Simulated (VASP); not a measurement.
# TiO2 (Rutile) (P4_2/mnm) in VASP: notebook

TiO2 (Rutile) is run at these levels: PBEsol; tasks: single point.

Everything below comes from runs of VASP 6.6.1. Logs are shortened: lines on timing, memory, paths and dates and some standing lists are left out, and cuts for length are marked.

## (1) The cell of the first run

It takes space group P4_2/mnm (No. 136, tetragonal). The conventional cell has a = 4.498 Å, b = 4.498 Å, c = 2.897 Å, α = 90.00°, β = 90.00°, γ = 90.00°. Ti (site symmetry mmm) has 6 O at 1.91 to 1.94 Å within 2.5 Å. Within 2.5 Å of O (site symmetry m2m) lie 3 Ti at 1.91 to 1.94 Å and 1 O at 2.48 Å.

## (2) Single point, PBEsol

Input file INCAR:

```
  PREC = Accurate
  ENCUT = 520
  EDIFF = 1E-7
  ISMEAR = 0
  SIGMA = 0.01
  LREAL = F
  LASPH = T
  NELM = 60
  ALGO = Normal
  ISIF = 2
  LWAVE = F
  LCHARG = F
  GGA = PS
  NBANDS = 33
```

Input file KPOINTS:

```
regular mesh
0
Gamma
  4 4 6
```

Input file POSCAR:

```
TiO2
1.0
    4.4984553284      0.0000000000      0.0000000000
    0.0000000000      4.4984553284      0.0000000000
    0.0000000000      0.0000000000      2.8970279579
Ti O
2 4
Direct
    0.0000000000      0.0000000000      0.0000000000
    0.5000000000      0.5000000000      0.5000000000
    0.3049600000      0.3049600000      0.0000000000
    0.1950400000      0.8049600000      0.5000000000
    0.6950400000      0.6950400000      0.0000000000
    0.8049600000      0.1950400000      0.5000000000
```

Potentials or basis: VASP PAW PBE potentials, release 64 (Ti_sv, O).

Run with:

```console
> cat potpaw_PBE.64/Ti_sv/POTCAR potpaw_PBE.64/O/POTCAR > POTCAR
> mpirun -np 1 vasp_std > vasp.out
```

OUTCAR:

```text
PREC = Accurate
   ENCUT = 520
   EDIFF = 1E-7
   ISMEAR = 0
   LREAL = F
   LASPH = T
   NELM = 60
   ISIF = 2
   GGA = PS

 ion  position               nearest neighbor table
   1  0.000  0.000  0.000-   4 1.91   6 1.91   4 1.91   6 1.91   5 1.94   3 1.94
   2  0.500  0.500  0.500-   3 1.91   5 1.91   3 1.91   5 1.91   4 1.94   6 1.94
   3  0.305  0.305  0.000-   2 1.91   2 1.91   1 1.94
   4  0.195  0.805  0.500-   1 1.91   1 1.91   2 1.94
   5  0.695  0.695  0.000-   2 1.91   2 1.91   1 1.94
   6  0.805  0.195  0.500-   1 1.91   1 1.91   2 1.94

  LATTYP: Found a simple tetragonal cell.
 ALAT       =     4.4984553284
 C/A-ratio  =     0.6440050520

  Lattice vectors:

 A1 = (   4.4984553284,   0.0000000000,   0.0000000000)
 A2 = (   0.0000000000,   4.4984553284,   0.0000000000)
 A3 = (   0.0000000000,   0.0000000000,   2.8970279579)

Analysis of symmetry for initial positions (statically):
=====================================================================
 Subroutine PRICEL returns:
 Original cell was already a primitive cell.

 Routine SETGRP: Setting up the symmetry group for a
 simple tetragonal supercell.

 Subroutine GETGRP returns: Found 16 space group operations
 (whereof  8 operations were pure point group operations)
 out of a pool of 16 trial point group operations.

The static configuration has the point symmetry D_2h.
 The point group associated with its full space group is D_4h.

Analysis of symmetry for dynamics (positions and initial velocities):
=====================================================================
 Subroutine PRICEL returns:
 Original cell was already a primitive cell.

 Routine SETGRP: Setting up the symmetry group for a
 simple tetragonal supercell.

 Subroutine GETGRP returns: Found 16 space group operations
 (whereof  8 operations were pure point group operations)
 out of a pool of 16 trial point group operations.

The dynamic configuration has the point symmetry D_2h.
 The point group associated with its full space group is D_4h.

 Subroutine INISYM returns: Found 16 space group operations
 (whereof  8 operations are pure point group operations),
 and found     1 'primitive' translations

----------------------------------------------------------------------------------------

                                     Primitive cell

  volume of cell :      58.6245

[... 96 lines left out ...]
   LREAL  =      F    real-space projection
   EDIFFG = 0.1E-05   stopping-criterion for IOM
   NSW    =      0    number of steps for IOM
   IBRION =     -1    ionic relax: 0-MD 1-quasi-New 2-CG
   NFREE  =      0    steps in history (QN), initial steepest desc. (CG)
   ISIF   =      2    stress and relaxation
   ISYM   =      2    0-nonsym 1-usesym 2-fastsym
   POTIM  = 0.5000    time-step for ionic-motion
   TEBEG  =    0.0;   TEEND  =   0.0 temperature during run
   PSTRESS=    0.0 pullay stress
   NELECT =      48.0000    total number of electrons
   NUPDOWN=      -1.0000    fix difference up-down
   EMIN   =  10.00;   EMAX   =-10.00  energy-range for DOS
   EFERMI =   0.00;   METHOD = LEGACY
   ISMEAR =     0;   SIGMA  =   0.01  broadening in eV -4-tet -1-fermi 0-gaus
   EFERMI_NEDOS =   21; number of points for ismear=-14 and -15
   IALGO  =     38    algorithm
   IMIX   =      4    mixing-type and parameters
     AMIX     =   0.40;   BMIX     =  1.00
     AMIX_MAG =   1.60;   BMIX_MAG =  1.00
  volume/ion in A,a.u.               =       9.77        65.94
  Fermi-wavevector in a.u.,A,eV,Ry     =   1.531541  2.894194 31.914085  2.345619
  Thomas-Fermi vector in A             =   2.638872
   LORBIT       =      0    0 simple, 1 ext, 2 COOP (PROOUT), +10 PAW based schemes
   GGA     = PS    functional components
   LHFCALC =     F    Hartree Fock is set to
   AEXX    =    0.0000 exact exchange contribution
   IVDW    =     0    specifies the selected vdW correction
   LEPSILON=     F    determine dielectric tensor
   LRPA    =     F    only Hartree local field effects (RPA)
 non-spin polarized calculation
 Gauss-broadening in eV      SIGMA  =   0.01
  energy-cutoff  :      520.00
  volume of cell :       58.62
 maximum number of plane-waves:      1612
 NGX is ok and might be reduce to    36
   NGX = 17   NGY = 17   NGZ = 11

 number of electron      47.9999990 magnetization

 Free energy of the ion-electron system (eV)
  ---------------------------------------------------
  ext. energy  EPLUGINS =         0.00000000
  ---------------------------------------------------
  free energy    TOTEN  =       -55.92613755 eV

  energy without entropy =      -55.92613755  energy(sigma->0) =      -55.92613755

 E-fermi :   5.4489     XC(G=0): -12.0442

 val. band max:        5.3970177757   @ k =   0.0000   0.0000   0.0000
 cond. band min:       7.3795142426   @ k =   0.0000   0.0000   0.0000
 fundamental gap:      1.9824964669
 Fermi energy:         5.4488891541

 k-point     1 :       0.0000    0.0000    0.0000
  band No.  band energies     occupation
      1     -51.0407      2.00000
      2     -51.0157      2.00000
      3     -27.5370      2.00000
      4     -27.5370      2.00000
      5     -27.3149      2.00000
      6     -27.3149      2.00000
[... 853 lines left out ...]
     32      11.8867      0.00000
     33      12.0634      0.00000

------------------------ aborting loop because EDIFF is reached ----------------------------------------

  FORCE on cell =-STRESS in cart. coord.  units (eV):
  Direction    XX          YY          ZZ          XY          YZ          ZX
  --------------------------------------------------------------------------------------
  -------------------------------------------------------------------------------------
  Total        5.4937588      5.4937588      6.5009193      0.0000000      0.0000000      0.0000000
  in kB      150.1414683    150.1414683    177.6666230      0.0000000      0.0000000      0.0000000
  external PRESSURE =     159.3165198 kB  Pullay stress =       0.0000000 kB

 VOLUME and BASIS-vectors are now :
 -----------------------------------------------------------------------------
  energy-cutoff  :      520.00
  volume of cell :       58.62
      direct lattice vectors                 reciprocal lattice vectors
     4.498455328  0.000000000  0.000000000     0.222298528  0.000000000  0.000000000
     0.000000000  4.498455328  0.000000000     0.000000000  0.222298528  0.000000000
     0.000000000  0.000000000  2.897027958     0.000000000  0.000000000  0.345181343

 POSITION                                       TOTAL-FORCE (eV/Angst)
 -----------------------------------------------------------------------------------
      0.00000      0.00000      0.00000         0.000000     -0.000000      0.000000
      2.24923      2.24923      1.44851         0.000000     -0.000000      0.000000
      1.37185      1.37185      0.00000        -0.276006     -0.276006     -0.000000
      0.87738      3.62108      1.44851         0.276006     -0.276006      0.000000
      3.12661      3.12661      0.00000         0.276006      0.276006      0.000000
      3.62108      0.87738      1.44851        -0.276006      0.276006      0.000000
 -----------------------------------------------------------------------------------
    total drift:                                0.000000      0.000000     -0.000000

  FREE ENERGIE OF THE ION-ELECTRON SYSTEM (eV)
  ---------------------------------------------------
  free  energy   TOTEN  =       -55.9261375541 eV

  energy  without entropy=      -55.9261375541  energy(sigma->0) =      -55.92613755
```

Run time: 38 s. Hardware: 1 thread of Intel Xeon Platinum 8488C (Sapphire Rapids), shared host; peak memory 0.19 GiB.

What came out:

```yaml
Free_energy: -55.9261 eV
Pressure: 15.9 GPa
Largest_force: 0.390 eV/Å
Band_gap_on_the_k_mesh: 1.98 eV, direct
```

Forces on the atoms (eV/Å):
```
Ti   0.000  0.000  0.000
Ti   0.000  0.000  0.000
O   -0.276 -0.276  0.000
O    0.276 -0.276  0.000
O    0.276  0.276  0.000
O   -0.276  0.276  0.000
```

Caveat: the PAW data sets were made with another functional, which shifts forces and pressure a little. Expect the measured gap to be larger: semilocal functionals such as PBEsol lack the derivative discontinuity.

## (3) Single point, PBEsol

This run uses another cell than the first one, of 9.98 Å³/atom, 1.021 times its volume.

Input file INCAR:

```
SYSTEM = TiO2
ALGO = Normal
EDIFF = 1E-7
ENCUT = 520
GGA = PS
ISIF = 2
ISMEAR = 0
LASPH = .TRUE.
LCHARG = .FALSE.
LREAL = .FALSE.
LWAVE = .FALSE.
NBANDS = 33
NELM = 60
PREC = Accurate
SIGMA = 0.01
```

Input file KPOINTS:

```
k-points
0
G
  4 4 6
  0 0 0
```

Changes to POSCAR since step 2:

```diff
@@ -2,5 +2,5 @@
 1.0
-    4.4984553284      0.0000000000      0.0000000000
-    0.0000000000      4.4984553284      0.0000000000
-    0.0000000000      0.0000000000      2.8970279579
+    4.5301356351      0.0000000000      0.0000000000
+    0.0000000000      4.5301356351      0.0000000000
+    0.0000000000      0.0000000000      2.9174302354
 Ti O
```

Potentials or basis: VASP PAW PBE potentials, release 64 (Ti_sv, O).

Run with:

```console
> cat potpaw_PBE.64/Ti_sv/POTCAR potpaw_PBE.64/O/POTCAR > POTCAR
> mpirun -np 1 vasp_std > vasp.out
```

OUTCAR:

```text
SYSTEM = TiO2
   EDIFF = 1E-7
   ENCUT = 520
   GGA = PS
   ISIF = 2
   ISMEAR = 0
   LASPH = .TRUE.
   LREAL = .FALSE.
   NELM = 60
   PREC = Accurate

 ion  position               nearest neighbor table
   1  0.000  0.000  0.000-   4 1.92   6 1.92   4 1.92   6 1.92   5 1.95   3 1.95
   2  0.500  0.500  0.500-   3 1.92   5 1.92   3 1.92   5 1.92   4 1.95   6 1.95
   3  0.305  0.305  0.000-   2 1.92   2 1.92   1 1.95
   4  0.195  0.805  0.500-   1 1.92   1 1.92   2 1.95
   5  0.695  0.695  0.000-   2 1.92   2 1.92   1 1.95
   6  0.805  0.195  0.500-   1 1.92   1 1.92   2 1.95

  LATTYP: Found a simple tetragonal cell.
 ALAT       =     4.5301356351
 C/A-ratio  =     0.6440050520

  Lattice vectors:

 A1 = (   4.5301356351,   0.0000000000,   0.0000000000)
 A2 = (   0.0000000000,   4.5301356351,   0.0000000000)
 A3 = (   0.0000000000,   0.0000000000,   2.9174302354)

Analysis of symmetry for initial positions (statically):
=====================================================================
 Subroutine PRICEL returns:
 Original cell was already a primitive cell.

 Routine SETGRP: Setting up the symmetry group for a
 simple tetragonal supercell.

 Subroutine GETGRP returns: Found 16 space group operations
 (whereof  8 operations were pure point group operations)
 out of a pool of 16 trial point group operations.

The static configuration has the point symmetry D_2h.
 The point group associated with its full space group is D_4h.

Analysis of symmetry for dynamics (positions and initial velocities):
=====================================================================
 Subroutine PRICEL returns:
 Original cell was already a primitive cell.

 Routine SETGRP: Setting up the symmetry group for a
 simple tetragonal supercell.

 Subroutine GETGRP returns: Found 16 space group operations
 (whereof  8 operations were pure point group operations)
 out of a pool of 16 trial point group operations.

The dynamic configuration has the point symmetry D_2h.
 The point group associated with its full space group is D_4h.

 Subroutine INISYM returns: Found 16 space group operations
 (whereof  8 operations are pure point group operations),
 and found     1 'primitive' translations

----------------------------------------------------------------------------------------

                                     Primitive cell

  volume of cell :      59.8719

  direct lattice vectors                    reciprocal lattice vectors
     4.530135635  0.000000000  0.000000000     0.220743942  0.000000000  0.000000000
     0.000000000  4.530135635  0.000000000     0.000000000  0.220743942  0.000000000
     0.000000000  0.000000000  2.917430235     0.000000000  0.000000000  0.342767408

  length of vectors
     4.530135635  4.530135635  2.917430235     0.220743942  0.220743942  0.342767408

  position of ions in fractional coordinates (direct lattice)
     0.000000000  0.000000000  0.000000000
     0.500000000  0.500000000  0.500000000
     0.304960000  0.304960000  0.000000000
     0.195040000  0.804960000  0.500000000
     0.695040000  0.695040000  0.000000000
     0.804960000  0.195040000  0.500000000

[... 32 lines left out ...]

 Found     24 irreducible k-points:

 Following reciprocal coordinates:
            Coordinates               Weight
  0.000000  0.000000  0.000000      1.000000
  0.250000  0.000000  0.000000      4.000000
  0.500000  0.000000  0.000000      2.000000
  0.250000  0.250000  0.000000      4.000000
  0.500000  0.250000  0.000000      4.000000
  0.500000  0.500000  0.000000      1.000000
[... 16 lines left out ...]
  0.500000  0.250000  0.500000      4.000000
  0.500000  0.500000  0.500000      1.000000
   k-points           NKPTS =     24   k-points in BZ     NKDIM =     24   number of bands    NBANDS=     33
   number of dos      NEDOS =    301   number of ions     NIONS =      6
   total plane-waves  NPLWV =  31104
   dimension x,y,z NGX =    36 NGY =   36 NGZ =   24
   dimension x,y,z NGXF=    72 NGYF=   72 NGZF=   48
   ions per type =               2   4
   NGX,Y,Z   is equivalent  to a cutoff of  13.21, 13.21, 13.68 a.u.
   NGXF,Y,Z  is equivalent  to a cutoff of  26.42, 26.42, 27.35 a.u.
 SYSTEM =  TiO2
   PREC   = accura    normal or accurate (medium, high low for compatibility)
   ISTART =      0    job   : 0-new  1-cont  2-samecut
   ICHARG =      2    charge: 1-file 2-atom 10-const
   ISPIN  =      1    spin polarized calculation?
   LNONCOLLINEAR =      F non collinear calculations
   LSORBIT =      F    spin-orbit coupling
   LASPH  =      T    aspherical Exc in radial PAW
   ENCUT  =  520.0 eV  38.22 Ry    6.18 a.u.   8.42  8.42  5.42*2*pi/ulx,y,z
   NELM   =     60;   NELMIN=  2; NELMDL= -5     # of ELM steps
   EDIFF  = 0.1E-06   stopping-criterion for ELM
   LREAL  =      F    real-space projection
   EDIFFG = 0.1E-05   stopping-criterion for IOM
   NSW    =      0    number of steps for IOM
   IBRION =     -1    ionic relax: 0-MD 1-quasi-New 2-CG
   NFREE  =      0    steps in history (QN), initial steepest desc. (CG)
   ISIF   =      2    stress and relaxation
   ISYM   =      2    0-nonsym 1-usesym 2-fastsym
   POTIM  = 0.5000    time-step for ionic-motion
   TEBEG  =    0.0;   TEEND  =   0.0 temperature during run
   PSTRESS=    0.0 pullay stress
   NELECT =      48.0000    total number of electrons
   NUPDOWN=      -1.0000    fix difference up-down
   EMIN   =  10.00;   EMAX   =-10.00  energy-range for DOS
   EFERMI =   0.00;   METHOD = LEGACY
   ISMEAR =     0;   SIGMA  =   0.01  broadening in eV -4-tet -1-fermi 0-gaus
   EFERMI_NEDOS =   21; number of points for ismear=-14 and -15
   IALGO  =     38    algorithm
   IMIX   =      4    mixing-type and parameters
     AMIX     =   0.40;   BMIX     =  1.00
     AMIX_MAG =   1.60;   BMIX_MAG =  1.00
  volume/ion in A,a.u.               =       9.98        67.34
  Fermi-wavevector in a.u.,A,eV,Ry     =   1.520831  2.873954 31.469280  2.312927
  Thomas-Fermi vector in A             =   2.629628
   LORBIT       =      0    0 simple, 1 ext, 2 COOP (PROOUT), +10 PAW based schemes
   GGA     = PS    functional components
   LHFCALC =     F    Hartree Fock is set to
   AEXX    =    0.0000 exact exchange contribution
   IVDW    =     0    specifies the selected vdW correction
   LEPSILON=     F    determine dielectric tensor
   LRPA    =     F    only Hartree local field effects (RPA)
 non-spin polarized calculation
 Gauss-broadening in eV      SIGMA  =   0.01
  energy-cutoff  :      520.00
  volume of cell :       59.87
 maximum number of plane-waves:      1634
 NGX is ok and might be reduce to    36
   NGX = 17   NGY = 17   NGZ = 11

 number of electron      48.0000001 magnetization

 Free energy of the ion-electron system (eV)
  ---------------------------------------------------
  ext. energy  EPLUGINS =         0.00000000
  ---------------------------------------------------
  free energy    TOTEN  =       -56.02750954 eV

  energy without entropy =      -56.02750954  energy(sigma->0) =      -56.02750954

 E-fermi :   5.2552     XC(G=0): -11.9291

 val. band max:        5.1709426716   @ k =   0.0000   0.0000   0.0000
 cond. band min:       7.1027341266   @ k =   0.0000   0.0000   0.0000
 fundamental gap:      1.9317914549
 Fermi energy:         5.2552479449

 k-point     1 :       0.0000    0.0000    0.0000
  band No.  band energies     occupation
      1     -51.3416      2.00000
      2     -51.3193      2.00000
      3     -27.8115      2.00000
      4     -27.8115      2.00000
      5     -27.6085      2.00000
      6     -27.6085      2.00000
[... 853 lines left out ...]
     32      11.4680      0.00000
     33      11.6203      0.00000

------------------------ aborting loop because EDIFF is reached ----------------------------------------

  FORCE on cell =-STRESS in cart. coord.  units (eV):
  Direction    XX          YY          ZZ          XY          YZ          ZX
  --------------------------------------------------------------------------------------
  -------------------------------------------------------------------------------------
  Total        3.4794010      3.4794010      3.8921723     -0.0000000      0.0000000      0.0000000
  in kB       93.1091092     93.1091092    104.1549094     -0.0000000      0.0000000      0.0000000
  external PRESSURE =      96.7910426 kB  Pullay stress =       0.0000000 kB

 VOLUME and BASIS-vectors are now :
 -----------------------------------------------------------------------------
  energy-cutoff  :      520.00
  volume of cell :       59.87
      direct lattice vectors                 reciprocal lattice vectors
     4.530135635  0.000000000  0.000000000     0.220743942  0.000000000  0.000000000
     0.000000000  4.530135635  0.000000000     0.000000000  0.220743942  0.000000000
     0.000000000  0.000000000  2.917430235     0.000000000  0.000000000  0.342767408

 POSITION                                       TOTAL-FORCE (eV/Angst)
 -----------------------------------------------------------------------------------
      0.00000      0.00000      0.00000        -0.000000      0.000000      0.000000
      2.26507      2.26507      1.45872        -0.000000      0.000000      0.000000
      1.38151      1.38151      0.00000        -0.191315     -0.191315     -0.000000
      0.88356      3.64658      1.45872         0.191315     -0.191315      0.000000
      3.14863      3.14863      0.00000         0.191315      0.191315      0.000000
      3.64658      0.88356      1.45872        -0.191315      0.191315      0.000000
 -----------------------------------------------------------------------------------
    total drift:                                0.000000      0.000000     -0.000000

  FREE ENERGIE OF THE ION-ELECTRON SYSTEM (eV)
  ---------------------------------------------------
  free  energy   TOTEN  =       -56.0275095401 eV

  energy  without entropy=      -56.0275095401  energy(sigma->0) =      -56.02750954
```

stdout:

```text
POSCAR found type information on POSCAR TiO
 POSCAR found :  2 types and       6 ions
 scaLAPACK will be used
 -----------------------------------------------------------------------------
|                                                                             |
|                                                                             |
|     You enforced a specific xc type in the INCAR file but a different       |
|     I HOPE YOU KNOW WHAT YOU ARE DOING!                                     |
|                                                                             |
 -----------------------------------------------------------------------------

 LDA part: xc-table for (Slater+PW92), standard interpolation
 POSCAR, INCAR and KPOINTS ok, starting setup
 FFT: planning ... GRIDC
 FFT: planning ... GRID_SOFT
 FFT: planning ... GRID
 WAVECAR not read
 entering main loop
```

It took 35 s on 1 thread of Intel Xeon Platinum 8488C (Sapphire Rapids), shared host; peak memory 0.19 GiB.

Results:

```
Free energy            : -56.0275 eV
Pressure               : 9.7 GPa
Largest force          : 0.271 eV/Å
Band gap on the k mesh : 1.93 eV, direct
```

Forces in eV/Å, atoms in the order of the input:
```
Ti   0.000  0.000  0.000
Ti   0.000  0.000  0.000
O   -0.191 -0.191  0.000
O    0.191 -0.191  0.000
O    0.191  0.191  0.000
O   -0.191  0.191  0.000
```

Caveat: the PAW data sets were made with another functional, which shifts forces and pressure a little. A k mesh can miss the band edges.

(Continued in part 2 of 2.)
